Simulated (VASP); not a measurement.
# Pb (P6_3/mmc) in VASP: further runs, part 2 of 2

VASP 6.6.1.

### 3 Single point, PBEsol

Input file INCAR:

```
SYSTEM = Pb
  ALGO = Normal
  EDIFF = 1E-6
  ENCUT = 520
  GGA = PS
  ISIF = 2
  ISMEAR = 1
  LASPH = .True.
  LCHARG = .False.
  LREAL = .False.
  LWAVE = .False.
  NBANDS = 21
  NELM = 80
  PREC = Accurate
  SIGMA = 0.1
```

Input file KPOINTS:

```
k-points
0
Gamma
  9 9 5
  0 0 0
```

Input file POSCAR:

```
Pb
1.0
    3.4800000000      0.0000000000      0.0000000000
   -1.7400000000      3.0137680000      0.0000000000
    0.0000000000      0.0000000000      5.5900000000
Pb
2
Direct
    0.3333333333      0.6666666667      0.2500000000
    0.6666666667      0.3333333333      0.7500000000
```

Potentials or basis: VASP PAW PBE potentials, release 64 (Pb_d).

On the command line:

```console
> cat potpaw_PBE.64/Pb_d/POTCAR > POTCAR
> mpirun -np 1 vasp_std > vasp.out
```

OUTCAR:

```text
SYSTEM = Pb
   EDIFF = 1E-6
   ENCUT = 520
   GGA = PS
   ISIF = 2
   ISMEAR = 1
   LASPH = .True.
   LREAL = .False.
   NELM = 80
   PREC = Accurate

 ion  position               nearest neighbor table
   1  0.333  0.667  0.250-   2 3.44   2 3.44   2 3.44   2 3.44   2 3.44   2 3.44
   2  0.667  0.333  0.750-   1 3.44   1 3.44   1 3.44   1 3.44   1 3.44   1 3.44

  LATTYP: Found a hexagonal cell.
 ALAT       =     3.4800000000
 C/A-ratio  =     1.6063218391

  Lattice vectors:

 A1 = (   3.4800000000,   0.0000000000,   0.0000000000)
 A2 = (  -1.7400000000,   3.0137680000,   0.0000000000)
 A3 = (   0.0000000000,   0.0000000000,   5.5900000000)

Analysis of symmetry for initial positions (statically):
=====================================================================
 Subroutine PRICEL returns:
 Original cell was already a primitive cell.

 Routine SETGRP: Setting up the symmetry group for a
 hexagonal supercell.

 Subroutine GETGRP returns: Found 24 space group operations
 (whereof 12 operations were pure point group operations)
 out of a pool of 24 trial point group operations.

The static configuration has the point symmetry D_3d.
 The point group associated with its full space group is D_6h.

Analysis of symmetry for dynamics (positions and initial velocities):
=====================================================================
 Subroutine PRICEL returns:
 Original cell was already a primitive cell.

 Routine SETGRP: Setting up the symmetry group for a
 hexagonal supercell.

 Subroutine GETGRP returns: Found 24 space group operations
 (whereof 12 operations were pure point group operations)
 out of a pool of 24 trial point group operations.

The dynamic configuration has the point symmetry D_3d.
 The point group associated with its full space group is D_6h.

 Subroutine INISYM returns: Found 24 space group operations
 (whereof 12 operations are pure point group operations),
 and found     1 'primitive' translations

[... 107 lines left out ...]
   EMIN   =  10.00;   EMAX   =-10.00  energy-range for DOS
   EFERMI =   0.00;   METHOD = LEGACY
   ISMEAR =     1;   SIGMA  =   0.10  broadening in eV -4-tet -1-fermi 0-gaus
   EFERMI_NEDOS =   21; number of points for ismear=-14 and -15
   IALGO  =     38    algorithm
   IMIX   =      4    mixing-type and parameters
     AMIX     =   0.40;   BMIX     =  1.00
     AMIX_MAG =   1.60;   BMIX_MAG =  1.00
  volume/ion in A,a.u.               =      29.31       197.82
  Fermi-wavevector in a.u.,A,eV,Ry     =   1.279658  2.418203 22.279872  1.637524
  Thomas-Fermi vector in A             =   2.412131
   LORBIT       =      0    0 simple, 1 ext, 2 COOP (PROOUT), +10 PAW based schemes
   GGA     = PS    functional components
   LHFCALC =     F    Hartree Fock is set to
   AEXX    =    0.0000 exact exchange contribution
   IVDW    =     0    specifies the selected vdW correction
   LEPSILON=     F    determine dielectric tensor
   LRPA    =     F    only Hartree local field effects (RPA)
 non-spin polarized calculation
 Methfessel and Paxton  Order N= 1 SIGMA  =   0.10
  energy-cutoff  :      520.00
  volume of cell :       58.63
 maximum number of plane-waves:      1595
 NGX is ok and might be reduce to    28
   NGX = 13   NGY = 13   NGZ = 21

 number of electron      28.0000005 magnetization

 Free energy of the ion-electron system (eV)
  ---------------------------------------------------
  ext. energy  EPLUGINS =         0.00000000
  ---------------------------------------------------
  free energy    TOTEN  =        -7.94086279 eV

  energy without entropy =       -7.94091642  energy(sigma->0) =       -7.94088066

 E-fermi :   7.4459     XC(G=0): -10.5068

 val. band max:        7.4383927424   @ k =   0.3333   0.1111   0.2000
 cond. band min:       7.5162058013   @ k =   0.2222   0.1111   0.4000
 fundamental gap:      0.0778130589
 Fermi energy:         7.4458932665

 k-point     1 :       0.0000    0.0000    0.0000
  band No.  band energies     occupation
      1      -9.5671      2.00000
      2      -9.5202      2.00000
      3      -9.5202      2.00000
      4      -9.5153      2.00000
      5      -9.4950      2.00000
      6      -9.4950      2.00000
[... 565 lines left out ...]
     20      20.1359      0.00000
     21      20.1361      0.00000

 [... further k-points ...]
[... 5 lines left out ...]
  --------------------------------------------------------------------------------------
  -------------------------------------------------------------------------------------
  Total       -0.1750071     -0.1750071      1.3359771      0.0000000      0.0000000      0.0000000
  in kB       -4.7826148     -4.7826135     36.5097401      0.0000000      0.0000000      0.0000000
  external PRESSURE =       8.9815039 kB  Pullay stress =       0.0000000 kB

 VOLUME and BASIS-vectors are now :
 -----------------------------------------------------------------------------
  energy-cutoff  :      520.00
  volume of cell :       58.63
      direct lattice vectors                 reciprocal lattice vectors
     3.480000000  0.000000000  0.000000000     0.287356322  0.165905272  0.000000000
    -1.740000000  3.013768000  0.000000000     0.000000000  0.331810544  0.000000000
     0.000000000  0.000000000  5.590000000     0.000000000  0.000000000  0.178890877

 POSITION                                       TOTAL-FORCE (eV/Angst)
 -----------------------------------------------------------------------------------
     -0.00000      2.00918      1.39750        -0.000000     -0.000000      0.000000
      1.74000      1.00459      4.19250         0.000000      0.000000      0.000000
 -----------------------------------------------------------------------------------
    total drift:                               -0.000000      0.000000      0.000000

  FREE ENERGIE OF THE ION-ELECTRON SYSTEM (eV)
  ---------------------------------------------------
  free  energy   TOTEN  =        -7.9408627894 eV

  energy  without entropy=       -7.9409164153  energy(sigma->0) =       -7.94088066
```

stdout:

```text
POSCAR found type information on POSCAR Pb
 POSCAR found :  1 types and       2 ions
 scaLAPACK will be used
 -----------------------------------------------------------------------------
|                                                                             |
|                                                                             |
|     You enforced a specific xc type in the INCAR file but a different       |
|     I HOPE YOU KNOW WHAT YOU ARE DOING!                                     |
|                                                                             |
 -----------------------------------------------------------------------------

 LDA part: xc-table for (Slater+PW92), standard interpolation
 POSCAR, INCAR and KPOINTS ok, starting setup
 FFT: planning ... GRIDC
 FFT: planning ... GRID_SOFT
 FFT: planning ... GRID
 WAVECAR not read
 entering main loop
```

It took 35 s on 1 thread of AMD EPYC 7R43 (Zen 3), shared host; peak memory 0.15 GiB.

Results:

```
Free energy            : -7.9409 eV
Pressure               : 0.9 GPa
Band gap on the k mesh : zero (band 14 reaches 13.20 eV, above the bottom of band 15 at 5.43 eV)
```

Stress tensor (GPa, compression positive):
```
-0.48  0.00  0.00
 0.00 -0.48  0.00
 0.00  0.00  3.65
```

Caveat: the PAW data sets were made with another functional, which shifts forces and pressure a little; spin-orbit coupling is left out, which moves the levels of the heavy elements.

### 4 Single point, BLYP

Input file INCAR:

```
SYSTEM = Pb
AGGAC = 1.0 ; AGGAX = 1.0
ALDAC = 0.0 ; ALDAX = 1.0
ALGO = Normal ; EDIFF = 1E-6
ENCUT = 520 ; GGA = B5
ISIF = 2 ; ISMEAR = 1
LASPH = .TRUE. ; LCHARG = .FALSE.
LREAL = .FALSE. ; LWAVE = .FALSE.
NBANDS = 21 ; NELM = 80
PREC = Accurate ; SIGMA = 0.1
```

Input file KPOINTS:

```
k-points
0
G
  9 9 5
  0 0 0
```

POSCAR is that of step 3.

On the command line:

```console
> cat potpaw_PBE.64/Pb_d/POTCAR > POTCAR
> mpirun -np 1 vasp_std > vasp.out
```

Run time: 35 s. Hardware: 1 thread of AMD EPYC 7R43 (Zen 3), shared host; peak memory 0.15 GiB.

It converged, with:

| Item | Value |
| --- | --- |
| Free energy | -5.4456 eV |
| Pressure | 8.1 GPa |
| Band gap on the k mesh | zero (band 14 reaches 13.75 eV, above the bottom of band 15 at 6.22 eV) |

Stress tensor (GPa, compression positive):
```
 6.80  0.00  0.00
 0.00  6.80  0.00
 0.00  0.00 10.61
```

Levels at points of the mesh, in eV from the Fermi level:
```csv
k point,band 10,band 11,band 12,band 13,band 14,band 15,band 16,band 17,band 18,band 19
"(0.00, 0.00, 0.00)",-16.80,-12.01,-8.11,-4.21,5.43,5.43,7.33,7.33,7.97,9.07
```

Caveat: the PAW data sets were made with another functional, which shifts forces and pressure a little; spin-orbit coupling is left out, which moves the levels of the heavy elements.

### 5 Overview

```tsv
level	potentials or basis	gap on the mesh (eV)	pressure (GPa)
LDA	VASP PAW LDA potentials, release 64 (Pb_d)	none	-0.6
PBEsol	VASP PAW PBE potentials, release 64 (Pb_d)	none	0.9
BLYP	VASP PAW PBE potentials, release 64 (Pb_d)	none	8.1
```

Alike in all rows: task single point; no spin polarisation; cell as given; k mesh 9 × 9 × 5; cutoff (eV) 520; smearing methfessel-paxton 0.1 eV.

Caveats: spin-orbit coupling is left out, which moves the levels of the heavy elements; the PAW data sets were made with another functional, which shifts forces and pressure a little (some runs).

Total energies depend on the potentials used, so only differences within one code and one set of settings carry meaning.
